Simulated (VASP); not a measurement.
HfN:

```xyz
2
Lattice="0.0000 2.4548 2.4548 2.4548 0.0000 2.4548 2.4548 2.4548 0.0000" Properties=species:S:1:pos:R:3 pbc="T T T"
Hf    0.0000    0.0000    0.0000
N     3.6822    3.6822    3.6822
```

```yaml
Program: VASP 6.6.1
Task: relaxation of cell and atoms
Functional: PBEsol
Potentials_or_basis: VASP PAW PBE potentials, release 64 (Hf_pv, N)
Cutoff: 600 eV
k_mesh: 11 × 11 × 11
Occupations: methfessel-paxton, width 0.1 eV
Spin: no spin polarisation
```

At the start: pressure -6.0 GPa; volume 14.79 Å³/atom.

Q: How do energy, volume and symmetry change on relaxing?

A: Over 3 steps the energy falls by 8.5 meV/atom and the volume is 14.35 Å³/atom (-3.0 %); space group F-43m (No. 216, to 0.05 Å).

The path:
| step | energy change (eV) | largest force (eV/Å) | pressure (GPa) | volume (Å³) |
| --- | --- | --- | --- | --- |
| 1 | 0.0000 | 0.0000 | -5.96 | 29.59 |
| 2 | 0.0314 | 0.0000 | 11.54 | 27.29 |
| 3 | -0.0170 | 0.0000 | -0.08 | 28.71 |

Final structure:
```
CELL_PARAMETERS angstrom
0.00000 2.43030 2.43030
2.43030 0.00000 2.43030
2.43030 2.43030 0.00000
ATOMIC_POSITIONS crystal
Hf 0.00000 0.00000 0.00000
N 0.75000 0.75000 0.75000
```

Caveat: the PAW data sets were made with another functional, which shifts forces and pressure a little.
